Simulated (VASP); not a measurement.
# KI (Immm) in VASP: single point with PBE

Aim: the single point of KI with PBE.

All numbers are computed with VASP 6.6.1; they aren't measurements. Logs are shortened: lines on timing, memory, paths and dates and some standing lists are left out, and cuts for length are marked.

### 1 The cell of the first run

Symmetry: Immm, No. 71, orthorhombic system. Conventional cell: a = 4.935 Å, b = 5.034 Å, c = 7.049 Å, α = 90.00°, β = 90.00°, γ = 90.00°. K (site symmetry mmm) has 6 I at 3.52 Å within 4.6 Å. I (site symmetry mmm) has 6 K at 3.52 Å within 4.6 Å.

### 2 Single point, PBE (xy shear strain of +2 %)

File INCAR:

```
SYSTEM = KI
PREC = Accurate
ENCUT = 520
EDIFF = 1E-6
ISMEAR = -1
SIGMA = 0.02
LREAL = .False.
LASPH = .True.
NELM = 80
ALGO = Normal
ISIF = 2
LWAVE = .False.
LCHARG = .False.
GGA = PE
NBANDS = 15
```

File KPOINTS:

```
Automatic mesh
0
Gamma
  6 6 6
  0 0 0
```

File POSCAR:

```
KI
1.0
    0.0352455000      3.5245500000      3.5245500000
    3.5245500000      0.0352455000      3.5245500000
    3.5597955000      3.5597955000      0.0000000000
K I
1 1
Direct
    0.0000000000      0.0000000000      0.0000000000
    0.5000000000      0.5000000000      0.5000000000
```

Potentials or basis: VASP PAW PBE potentials, release 64 (K_sv, I).

Command:

```bash
$ cat potpaw_PBE.64/K_sv/POTCAR potpaw_PBE.64/I/POTCAR > POTCAR
$ mpirun -np 1 vasp_std > vasp.out
```

OUTCAR:

```text
SYSTEM = KI
   PREC = Accurate
   ENCUT = 520
   EDIFF = 1E-6
   ISMEAR = -1
   LREAL = .False.
   LASPH = .True.
   NELM = 80
   ISIF = 2
   GGA = PE

 ion  position               nearest neighbor table
   1  0.000  0.000  0.000-   2 3.52   2 3.52   2 3.52   2 3.52   2 3.52   2 3.52
   2  0.500  0.500  0.500-   1 3.52   1 3.52   1 3.52   1 3.52   1 3.52   1 3.52

  LATTYP: Found a body centered orthorhombic cell.
 ALAT       =     4.9346217471
 B/A-ratio  =     1.0202020202
 C/A-ratio  =     1.4284985479

  Lattice vectors:

 A1 = (   3.5245500000,   0.0352455000,  -3.5245500000)
 A2 = (  -3.5245500000,  -0.0352455000,  -3.5245500000)
 A3 = (   0.0352455000,   3.5245500000,   3.5245500000)

Analysis of symmetry for initial positions (statically):
=====================================================================
 Subroutine PRICEL returns:
 Original cell was already a primitive cell.

 Routine SETGRP: Setting up the symmetry group for a
 body centered orthorhombic supercell.

 Subroutine GETGRP returns: Found  8 space group operations
 (whereof  8 operations were pure point group operations)
 out of a pool of  8 trial point group operations.

The static configuration has the point symmetry D_2h.

Analysis of symmetry for dynamics (positions and initial velocities):
=====================================================================
 Subroutine PRICEL returns:
 Original cell was already a primitive cell.

 Routine SETGRP: Setting up the symmetry group for a
 body centered orthorhombic supercell.

 Subroutine GETGRP returns: Found  8 space group operations
 (whereof  8 operations were pure point group operations)
 out of a pool of  8 trial point group operations.

The dynamic configuration has the point symmetry D_2h.

 Subroutine INISYM returns: Found  8 space group operations
 (whereof  8 operations are pure point group operations),
 and found     1 'primitive' translations

----------------------------------------------------------------------------------------

                                     Primitive cell

  volume of cell :      87.5584

  direct lattice vectors                    reciprocal lattice vectors
     0.035245500  3.524550000  3.524550000    -0.143295032  0.143295032  0.141862082
     3.524550000  0.035245500  3.524550000     0.143295032 -0.143295032  0.141862082
     3.559795500  3.559795500  0.000000000     0.140457507  0.140457507 -0.141862082

  length of vectors
     4.984591021  4.984591021  5.034311075     0.247369729  0.247369729  0.244093164

  position of ions in fractional coordinates (direct lattice)
     0.000000000  0.000000000  0.000000000
     0.500000000  0.500000000  0.500000000

  ion indices of the primitive-cell ions
   primitive index   ion index
                 1           1
                 2           2

----------------------------------------------------------------------------------------

 KPOINTS: Automatic mesh

Automatic generation of k-mesh.
 Grid dimensions read from file:
 generate k-points for:    6    6    6

 Generating k-lattice:

  Cartesian coordinates                     Fractional coordinates (reciprocal lattice)
    -0.023882505  0.023882505  0.023643680     0.166666667  0.000000000  0.000000000
     0.023882505 -0.023882505  0.023643680     0.000000000  0.166666667  0.000000000
     0.023409584  0.023409584 -0.023643680     0.000000000  0.000000000  0.166666667

  Length of vectors
     0.041228288  0.041228288  0.040682194

  Shift w.r.t. Gamma in fractional coordinates (k-lattice)
     0.000000000  0.000000000  0.000000000

 Subroutine IBZKPT returns following result:
 ===========================================

 Found     46 irreducible k-points:

 Following reciprocal coordinates:
            Coordinates               Weight
  0.000000  0.000000  0.000000      1.000000
  0.166667 -0.000000  0.000000      4.000000
  0.333333 -0.000000  0.000000      4.000000
  0.500000 -0.000000  0.000000      2.000000
  0.166667  0.166667  0.000000      2.000000
  0.333333  0.166667  0.000000      4.000000
[... 16 lines left out ...]
 -0.166667  0.333333  0.166667      4.000000
  0.500000  0.500000  0.166667      4.000000
 [... further k-points ...]
   k-points           NKPTS =     46   k-points in BZ     NKDIM =     46   number of bands    NBANDS=     15
   number of dos      NEDOS =    301   number of ions     NIONS =      2
   total plane-waves  NPLWV =  64000
   dimension x,y,z NGX =    40 NGY =   40 NGZ =   40
   dimension x,y,z NGXF=    80 NGYF=   80 NGZF=   80
   ions per type =               1   1
   NGX,Y,Z   is equivalent  to a cutoff of  13.34, 13.34, 13.21 a.u.
   NGXF,Y,Z  is equivalent  to a cutoff of  26.68, 26.68, 26.42 a.u.
 SYSTEM =  KI
   PREC   = accura    normal or accurate (medium, high low for compatibility)
   ISTART =      0    job   : 0-new  1-cont  2-samecut
   ICHARG =      2    charge: 1-file 2-atom 10-const
   ISPIN  =      1    spin polarized calculation?
   LNONCOLLINEAR =      F non collinear calculations
   LSORBIT =      F    spin-orbit coupling
   LASPH  =      T    aspherical Exc in radial PAW
   ENCUT  =  520.0 eV  38.22 Ry    6.18 a.u.   9.27  9.27  9.36*2*pi/ulx,y,z
   NELM   =     80;   NELMIN=  2; NELMDL= -5     # of ELM steps
   EDIFF  = 0.1E-05   stopping-criterion for ELM
   LREAL  =      F    real-space projection
   EDIFFG = 0.1E-04   stopping-criterion for IOM
   NSW    =      0    number of steps for IOM
   IBRION =     -1    ionic relax: 0-MD 1-quasi-New 2-CG
   NFREE  =      0    steps in history (QN), initial steepest desc. (CG)
   ISIF   =      2    stress and relaxation
   ISYM   =      2    0-nonsym 1-usesym 2-fastsym
   POTIM  = 0.5000    time-step for ionic-motion
   TEBEG  =    0.0;   TEEND  =   0.0 temperature during run
   PSTRESS=    0.0 pullay stress
   NELECT =      16.0000    total number of electrons
   NUPDOWN=      -1.0000    fix difference up-down
   EMIN   =  10.00;   EMAX   =-10.00  energy-range for DOS
   EFERMI =   0.00;   METHOD = LEGACY
   ISMEAR =    -1;   SIGMA  =   0.02  broadening in eV -4-tet -1-fermi 0-gaus
   EFERMI_NEDOS =   21; number of points for ismear=-14 and -15
   IALGO  =     38    algorithm
   IMIX   =      4    mixing-type and parameters
     AMIX     =   0.40;   BMIX     =  1.00
     AMIX_MAG =   1.60;   BMIX_MAG =  1.00
  volume/ion in A,a.u.               =      43.78       295.44
  Fermi-wavevector in a.u.,A,eV,Ry     =   0.929000  1.755555 11.742381  0.863041
  Thomas-Fermi vector in A             =   2.055236
   LORBIT       =      0    0 simple, 1 ext, 2 COOP (PROOUT), +10 PAW based schemes
   GGA     = PE    functional components
   LHFCALC =     F    Hartree Fock is set to
   AEXX    =    0.0000 exact exchange contribution
   IVDW    =     0    specifies the selected vdW correction
   LEPSILON=     F    determine dielectric tensor
   LRPA    =     F    only Hartree local field effects (RPA)
 non-spin polarized calculation
  energy-cutoff  :      520.00
  volume of cell :       87.56
 maximum number of plane-waves:      2377
 NGX is ok and might be reduce to    40
   NGX = 19   NGY = 19   NGZ = 19

 number of electron      15.9999999 magnetization

 Free energy of the ion-electron system (eV)
  ---------------------------------------------------
  ext. energy  EPLUGINS =         0.00000000
  ---------------------------------------------------
  free energy    TOTEN  =        -5.55339089 eV

  energy without entropy =       -5.55339089  energy(sigma->0) =       -5.55339089

 E-fermi :   0.0797     XC(G=0):  -7.2058

 val. band max:       -0.3518891469   @ k =   0.0000   0.0000   0.0000
 cond. band min:       3.5995107470   @ k =   0.0000   0.0000   0.0000
 fundamental gap:      3.9513998939
 Fermi energy:         0.0796552845

 k-point     1 :       0.0000    0.0000    0.0000
  band No.  band energies     occupation
      1     -28.8691      2.00000
      2     -12.3587      2.00000
      3     -12.3576      2.00000
      4     -12.3565      2.00000
      5     -10.8913      2.00000
      6      -0.4036      2.00000
      7      -0.3789      2.00000
      8      -0.3519      2.00000
      9       3.5995      0.00000
     10       6.0420      0.00000
     11       6.1167      0.00000
     12       6.1900      0.00000
     13       6.8373      0.00000
     14       6.8397      0.00000
     15       9.4179      0.00000

 k-point     2 :       0.1667   -0.0000    0.0000
  band No.  band energies     occupation
      1     -28.8686      2.00000
      2     -12.4007      2.00000
      3     -12.3587      2.00000
      4     -12.3571      2.00000
      5     -10.8158      2.00000
      6      -0.7893      2.00000
      7      -0.4973      2.00000
      8      -0.4651      2.00000
      9       4.2286      0.00000
     10       6.0698      0.00000
     11       6.3398      0.00000
     12       6.4373      0.00000
     13       7.1534      0.00000
     14       7.1659      0.00000
     15      10.3290      0.00000

 k-point     3 :       0.3333   -0.0000    0.0000
  band No.  band energies     occupation
      1     -28.8674      2.00000
      2     -12.4761      2.00000
      3     -12.3603      2.00000
      4     -12.3581      2.00000
      5     -10.6723      2.00000
      6      -1.4407      2.00000
      7      -0.6707      2.00000
      8      -0.6412      2.00000
      9       4.9759      0.00000
     10       6.6885      0.00000
     11       7.0588      0.00000
     12       7.1492      0.00000
     13       7.9785      0.00000
     14       8.0375      0.00000
     15       9.3486      0.00000

 k-point     4 :       0.5000   -0.0000    0.0000
  band No.  band energies     occupation
      1     -28.8669      2.00000
      2     -12.5101      2.00000
      3     -12.3611      2.00000
      4     -12.3587      2.00000
      5     -10.6031      2.00000
      6      -1.7108      2.00000
      7      -0.7514      2.00000
      8      -0.7229      2.00000
      9       5.1417      0.00000
     10       7.3744      0.00000
     11       7.7039      0.00000
     12       7.7963      0.00000
     13       8.3104      0.00000
     14       8.4089      0.00000
     15       9.0109      0.00000
[... 307 lines left out ...]
 k-point    22 :      -0.3333    0.3333    0.1667
  band No.  band energies     occupation
      1     -28.8664      2.00000
      2     -12.4464      2.00000
      3     -12.3830      2.00000
      4     -12.3716      2.00000
      5     -10.6626      2.00000
      6      -1.3518      2.00000
      7      -1.0296      2.00000
      8      -0.8430      2.00000
      9       5.8735      0.00000
     10       6.2159      0.00000
     11       6.6991      0.00000
     12       7.9262      0.00000
     13       8.4008      0.00000
     14       8.8273      0.00000
     15       9.5324      0.00000

 k-point    23 :      -0.1667    0.3333    0.1667
  band No.  band energies     occupation
      1     -28.8667      2.00000
      2     -12.4484      2.00000
      3     -12.3778      2.00000
      4     -12.3652      2.00000
      5     -10.6798      2.00000
      6      -1.3888      2.00000
      7      -0.8462      2.00000
      8      -0.7789      2.00000
      9       5.4828      0.00000
     10       5.9196      0.00000
     11       6.8637      0.00000
     12       8.0219      0.00000
     13       8.1180      0.00000
     14       8.4919      0.00000
     15       9.6517      0.00000

 k-point    24 :       0.5000    0.5000    0.1667
  band No.  band energies     occupation
      1     -28.8665      2.00000
      2     -12.4214      2.00000
      3     -12.3829      2.00000
      4     -12.3731      2.00000
      5     -10.7084      2.00000
      6      -1.3595      2.00000
      7      -0.9254      2.00000
      8      -0.7060      2.00000
      9       4.9496      0.00000
     10       5.8440      0.00000
     11       7.3804      0.00000
     12       7.8375      0.00000
     13       8.5465      0.00000
     14       8.9581      0.00000
     15       9.4374      0.00000

 [... further k-points ...]

------------------------ aborting loop because EDIFF is reached ----------------------------------------

  FORCE on cell =-STRESS in cart. coord.  units (eV):
  Direction    XX          YY          ZZ          XY          YZ          ZX
  --------------------------------------------------------------------------------------
  -------------------------------------------------------------------------------------
  Total        0.3927516      0.3927516      0.3916912     -0.0385041      0.0000000      0.0000000
  in kB        7.1867244      7.1867244      7.1673198     -0.7045639      0.0000000      0.0000000
  external PRESSURE =       7.1802562 kB  Pullay stress =       0.0000000 kB

 VOLUME and BASIS-vectors are now :
 -----------------------------------------------------------------------------
  energy-cutoff  :      520.00
  volume of cell :       87.56
      direct lattice vectors                 reciprocal lattice vectors
     0.035245500  3.524550000  3.524550000    -0.143295032  0.143295032  0.141862082
     3.524550000  0.035245500  3.524550000     0.143295032 -0.143295032  0.141862082
     3.559795500  3.559795500  0.000000000     0.140457507  0.140457507 -0.141862082

 POSITION                                       TOTAL-FORCE (eV/Angst)
 -----------------------------------------------------------------------------------
      0.00000      0.00000      0.00000        -0.000000      0.000000      0.000000
      3.55980      3.55980      3.52455         0.000000     -0.000000     -0.000000
 -----------------------------------------------------------------------------------
    total drift:                                0.000000     -0.000000     -0.000000

  FREE ENERGIE OF THE ION-ELECTRON SYSTEM (eV)
  ---------------------------------------------------
  free  energy   TOTEN  =        -5.5533908888 eV

  energy  without entropy=       -5.5533908888  energy(sigma->0) =       -5.55339089
```

Wall time 89 s (1 thread of AMD EPYC 7R43 (Zen 3), shared host); peak memory 0.22 GiB.

Results:

```
Free energy            : -5.5534 eV
Pressure               : 0.7 GPa
Band gap on the k mesh : 3.95 eV, direct
```

Caveat: the cell differs from its parent crystal (xy shear strain of +2 %); spin-orbit coupling is left out, which moves the levels of the heavy elements.
